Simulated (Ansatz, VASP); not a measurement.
# One calculation of InAs, two programs

```
In As
1.0
     0.00000    2.98806    2.98806
     2.98806    0.00000    2.98806
     2.98806    2.98806    0.00000
In As
1 1
Direct
  0.00000 0.00000 0.00000
  0.25000 0.25000 0.25000
```

Alike in both runs: task single point; functional LDA; k mesh 12 × 12 × 12; occupations gaussian, width 0.02 eV; no spin polarisation.

|  | VASP | Ansatz |
| --- | --- | --- |
| version | VASP 6.6.1 | Ansatz 0.2.0 |
| potentials or method | VASP PAW LDA potentials, release 64 (In_d, As), cutoff 500 eV | scalar-relativistic, plane waves, PAW |
| valence electrons in the cell | 18 | 28 |

|  | VASP | Ansatz | Ansatz less VASP |
| --- | --- | --- | --- |
| gap on the k mesh at the Fermi level (eV) | none | none | - |
| pressure (GPa) | 1.8 | 1.6 | -0.17 |

LDA's correlation is that of Perdew and Zunger in VASP and of Perdew and Wang (1992) in Ansatz. A gap of «none» marks a metal or a gap that the smearing closes. VASP's potentials hold 18 valence electrons a cell and Ansatz's 28, so a difference there can come from the potentials and not from the codes.
